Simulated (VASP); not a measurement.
The system is WS2.

```xyz
6
Lattice="3.1699 0.0000 0.0000 -1.5850 2.7453 0.0000 0.0000 0.0000 12.4911" Properties=species:S:1:pos:R:3 pbc="T T T"
W     0.0000    1.8302    3.1228
W     1.5850    0.9151    9.3683
S     0.0000    1.8302    7.8056
S     1.5850    0.9151    1.5600
S     0.0000    1.8302   10.9311
S     1.5850    0.9151    4.6855
```

Base run:

- Program: VASP 6.6.1
- Functional: PBE
- Potentials or basis: VASP PAW PBE potentials, release 64 (W_sv, S)
- Cutoff: 520 eV
- k mesh: 12 × 12 × 2
- Occupations: fermi-dirac, width 0.02 eV
- Spin: no spin polarisation

Its results: band gap on the k mesh 1.06 eV (least direct gap 1.78 eV); pressure 3.2 GPa; largest force 0.198 eV/Å.

Q: The run is repeated on the same cell with these changes: functional from PBE to r2SCAN; occupations from fermi-dirac, width 0.02 eV to gaussian, width 0.01 eV. What comes out?

A: Band gap on the k mesh 1.17 eV (least direct gap 1.90 eV); pressure 1.4 GPa; largest force 0.030 eV/Å.

Caveats: spin-orbit coupling is left out, which moves the levels of the heavy elements; the cell stands under pressure (at least some runs); this functional lacks dispersion, which binds layers or chains, so the pressure and a relaxed spacing across them are unreliable (at least some runs); the PAW data sets were made with another functional, which shifts forces and pressure a little (at least some runs).

A k mesh can miss the band edges.
